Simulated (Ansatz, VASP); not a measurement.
**GaN in VASP and in Ansatz**

The input POSCAR:

```
GaN
1.0
    3.2146677575      0.0000000000      0.0000000000
   -1.6073338788      2.7839839427      0.0000000000
    0.0000000000      0.0000000000      5.2349515747
Ga N
2 2
Direct
    0.3333333333      0.6666666667     -0.0008868111
    0.6666666667      0.3333333333      0.4991131889
    0.3333333333      0.6666666667      0.3758868111
    0.6666666667      0.3333333333      0.8758868111
```

Contents of INCAR.step1:

```
  PREC = Accurate
  ENCUT = 910
  ISMEAR = 0
  SIGMA = 0.01
  LREAL = F
  LASPH = T
  NELM = 120
  NBANDS = 26
  GGA = PE
  ALGO = Normal
  EDIFF = 1E-5
  LWAVE = T
  LCHARG = F
  GGA_COMPAT = F
```

INCAR.step2

```
  PREC = Accurate
  ENCUT = 910
  EDIFF = 1E-6
  ISMEAR = 0
  SIGMA = 0.01
  LREAL = F
  LASPH = T
  NELM = 120
  ALGO = Normal
  ISIF = 2
  LWAVE = F
  LCHARG = F
  METAGGA = R2SCAN
  LMIXTAU = T
  NBANDS = 26
  ISTART = 1
  GGA_COMPAT = F
```

KPOINTS

```
Automatic mesh
0
Gamma
  9 9 4
```

Input for Ansatz:

```yaml
crystal:
  lattice:
    - [3.2146677575, 0.0, 0.0]
    - [-1.6073338788, 2.7839839427, 0.0]
    - [0.0, 0.0, 5.2349515747]
  atoms:
    - { symbol: Ga, position: [0.3333333333, 0.6666666667, -0.0008868111] }
    - { symbol: Ga, position: [0.6666666667, 0.3333333333, 0.4991131889] }
    - { symbol: "N", position: [0.3333333333, 0.6666666667, 0.3758868111] }
    - { symbol: "N", position: [0.6666666667, 0.3333333333, 0.8758868111] }
kpoints:
  mp_grid: { grid: [9, 9, 4] }
hamiltonian:
  xc: r2scan
scf:
  occupations: { method: fixed }
  n_extra_bands: 5
output:
  forces: true
  stress: true
  eigenvalues: true
```

Alike in both runs: task single point; functional r2SCAN; k mesh 9 × 9 × 4; no spin polarisation.

|  | VASP | Ansatz |
| --- | --- | --- |
| version | VASP 6.6.1 | Ansatz 0.2.0 |
| potentials or method | VASP PAW PBE potentials, release 64 (Ga_d, N_h) | plane waves, PAW |
| plane-wave cutoff (eV) | 910 | 500 |
| occupations | gaussian, width 0.01 eV | fixed |
| valence electrons in the cell | 36 | 36 |

|  | VASP | Ansatz | Ansatz less VASP |
| --- | --- | --- | --- |
| gap on the k mesh at the Fermi level (eV) | 2.14 | 2.14 | +0.008 |

VASP's potentials were made for PBE, not for r2SCAN.

Noted on VASP's run: the cutoff is short for stress, so the pressure is rough.
